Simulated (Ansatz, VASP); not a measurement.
One calculation of PbS, two programs

Contents of INCAR:

```
ALGO = Normal ; EDIFF = 1E-6
ENCUT = 500 ; GGA = RP
GGA_COMPAT = F ; ISIF = 2
ISMEAR = -5 ; IVDW = 12
LASPH = T ; LCHARG = F
LREAL = F ; LWAVE = F
NBANDS = 17 ; NELM = 120
PREC = Accurate ; SIGMA = 0.05
```

KPOINTS

```
k-points
0
Gamma
  8 8 8
```

POSCAR

```
PbS
1.0
    0.0000000000      2.9657500000      2.9657500000
    2.9657500000      0.0000000000      2.9657500000
    2.9657500000      2.9657500000      0.0000000000
Pb S
1 1
Direct
    0.0000000000      0.0000000000      0.0000000000
    0.5000000000      0.5000000000      0.5000000000
```

input.yaml

```yaml
crystal:
  lattice: { a: 5.9315, b: 5.9315, c: 5.9315, alpha: 90.0, beta: 90.0, gamma: 90.0 }
  space_group: 225
  reduce_to_primitive: true
  atoms:
    - { symbol: Pb, wyckoff: "4a", position: [0.0, 0.0, 0.0] }
    - { symbol: S, wyckoff: "4b", position: [0.5, 0.0, 0.0] }
hamiltonian:
  xc: rpbe
  pseudopotentials: { kind: paw, source: jth }
  dispersion: d3bj
kpoints:
  mp_grid: { grid: [8, 8, 8] }
scf:
  occupations: { method: tetrahedron }
  n_extra_bands: 12
output:
  optics: { e_range: [0, 14], sigma: 0.05, nscf_kmesh: { grid: [11, 11, 11] } }
```

Alike in both runs: functional RPBE; dispersion D3(BJ); k mesh 8 × 8 × 8; occupations tetrahedron; no spin polarisation.

```csv
,VASP,Ansatz
version,VASP 6.6.1,Ansatz 0.2.0
potentials or method,"VASP PAW PBE potentials, release 64 (Pb_d, S)",JTH PAW
plane-wave cutoff (eV),500,1800
valence electrons in the cell,20,20
task,single point,optical spectrum
```

```csv
,VASP,Ansatz,Ansatz less VASP
gap on the k mesh at the Fermi level (eV),0.46,0.45,-0.009
least direct gap on the mesh (eV),0.46,0.45,-0.009
```

VASP's potentials were made for PBE, not for RPBE.

Spin-orbit coupling is off throughout.
